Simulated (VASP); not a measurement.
A run of VASP 6.6.1 is set up as follows.

INCAR

```
SYSTEM = MgZnS
PREC = Accurate
ENCUT = 600
EDIFF = 1E-7
ISMEAR = 0
SIGMA = 0.1
LREAL = .FALSE.
LASPH = .TRUE.
NELM = 80
ALGO = Normal
ISIF = 4
LWAVE = .FALSE.
LCHARG = .FALSE.
GGA = PE
IBRION = 2
NSW = 50
EDIFFG = -0.01
```

KPOINTS

```
regular mesh
0
G
  6 6 4
  0 0 0
```

POSCAR

```
MgZnS
1.0
    4.9636157563      0.0000000000      0.0000000000
    0.0000000000      4.9636157563      0.0000000000
    0.0000000000      0.0000000000      7.9174211772
Mg Zn S
4 4 4
Direct
    0.2490968812      0.7490968812      0.3292141036
    0.7509031188      0.2509031188      0.3292141036
    0.2509031188      0.2490968812      0.6707858964
    0.7490968812      0.7509031188      0.6707858964
    0.8151611682      0.6848388318      0.0348212640
    0.1848388318      0.3151611682      0.0348212640
    0.6848388318      0.1848388318      0.9651787360
    0.3151611682      0.8151611682      0.9651787360
    0.2513526639      0.2486473361      0.3405695349
    0.7486473361      0.7513526639      0.3405695349
    0.2486473361      0.7486473361      0.6594304651
    0.7513526639      0.2513526639      0.6594304651
```

Potentials or basis: VASP PAW PBE potentials, release 64 (Mg, Zn, S).

Command:

```console
$ cat potpaw_PBE.64/Mg/POTCAR potpaw_PBE.64/Zn/POTCAR potpaw_PBE.64/S/POTCAR > POTCAR
$ mpirun -np 1 vasp_std > vasp.out
```

Q: What does it give for the band gap on the k mesh?

A: Zero (bands 40 and 41 overlap by 0.92 eV).

Step by step:
```
step  energy change (eV)  largest force (eV/Å)  pressure (GPa)  volume (Å³)
   1              0.0000                0.0483            6.95       195.07
   2             -0.0015                0.0438            6.90       195.07
   3             -0.0019                0.0404            6.86       195.07
   4             -0.0024                0.0329            6.85       195.07
   5             -0.0032                0.0334            6.80       195.07
   6             -0.0037                0.0166            6.78       195.07
   7             -0.0037                0.0111            6.77       195.07
   8             -0.0038                0.0065            6.77       195.07
```
